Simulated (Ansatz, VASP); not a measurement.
Mo in VASP and in Ansatz

The input POSCAR:

```
Mo
1.0
   -1.5710000000      1.5710000000      1.5710000000
    1.5710000000     -1.5710000000      1.5710000000
    1.5710000000      1.5710000000     -1.5710000000
Mo
1
Direct
    0.0000000000      0.0000000000      0.0000000000
```

File INCAR.step1:

```
PREC = Accurate ; ENCUT = 520
ISMEAR = 0 ; SIGMA = 0.15
LREAL = F ; LASPH = T
NELM = 60 ; NBANDS = 13
GGA = PE ; ALGO = Normal
EDIFF = 1E-4 ; LWAVE = T
LCHARG = F
```

File INCAR.step2:

```
PREC = Accurate ; ENCUT = 520
EDIFF = 1E-6 ; ISMEAR = 0
SIGMA = 0.15 ; LREAL = F
LASPH = T ; NELM = 60
ALGO = Normal ; ISIF = 2
LWAVE = F ; LCHARG = F
METAGGA = R2SCAN ; LMIXTAU = T
NBANDS = 13 ; ISTART = 1
```

The input KPOINTS:

```
Automatic mesh
0
Gamma
  24 24 24
```

Input for Ansatz:

```yaml
crystal:
  lattice:
    - [-1.571, 1.571, 1.571]
    - [1.571, -1.571, 1.571]
    - [1.571, 1.571, -1.571]
  atoms:
    - { symbol: Mo, position: [0.0, 0.0, 0.0] }
basis:
  ecutwfc: 500
kpoints:
  mp_grid: { grid: [24, 24, 24] }
hamiltonian:
  xc: r2scan
scf:
  occupations: { method: gaussian, width: 0.15 }
output:
  forces: true
  stress: true
  eigenvalues: true
```

Alike in both runs: task single point; functional r2SCAN; k mesh 24 × 24 × 24; occupations gaussian, width 0.15 eV; no spin polarisation.

|  | VASP | Ansatz |
| --- | --- | --- |
| version | VASP 6.6.1 | Ansatz 0.2.0 |
| potentials or method | VASP PAW PBE potentials, release 64 (Mo_sv), cutoff 520 eV | scalar-relativistic, plane waves, PAW |
| valence electrons in the cell | 14 | 14 |

VASP gave:

| Item | Value |
| --- | --- |
| gap on the k mesh at the Fermi level (eV) | none |
| pressure (GPa) | 3.5 |

Task: What did Ansatz give for the same quantities?

Result: gap on the k mesh at the Fermi level (eV): none; pressure (GPa): 2.3.

VASP's potentials were made for PBE, not for r2SCAN. A gap of «none» marks a metal or a gap that the smearing closes. The functional is the same, so the differences come from potentials, cutoffs and numerics.
